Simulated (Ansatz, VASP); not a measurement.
# Two plane-wave programs on SiC

```
CELL_PARAMETERS angstrom
0.00000 2.17400 2.17400
2.17400 0.00000 2.17400
2.17400 2.17400 0.00000
ATOMIC_POSITIONS crystal
Si 0.86201 0.86201 0.94284
C 0.75000 0.75000 0.75000
```

Alike in both runs: task single point; functional PBE; k mesh 4 × 4 × 4; occupations gaussian, width 0.05 eV; no spin polarisation.

```csv
,VASP,Ansatz
version,VASP 6.6.1,Ansatz 0.2.0
potentials or method,"VASP PAW PBE potentials, release 64 (Si, C), cutoff 600 eV","scalar-relativistic, plane waves, PAW"
valence electrons in the cell,8,8
```

Ansatz gave:

- gap on the k mesh at the Fermi level (eV): 0.84
- least direct gap on the mesh (eV): 2.54
- rms of the force components (eV/Å): 62.407

**Question.** What did VASP give for the same quantities?

**Answer.** gap on the k mesh at the Fermi level (eV): 0.83; least direct gap on the mesh (eV): 2.53; rms of the force components (eV/Å): 61.795.

Atom by atom the forces differ by 0.613 eV/Å (rms over components).

The k mesh is coarse, so the values compare programs but aren't converged.
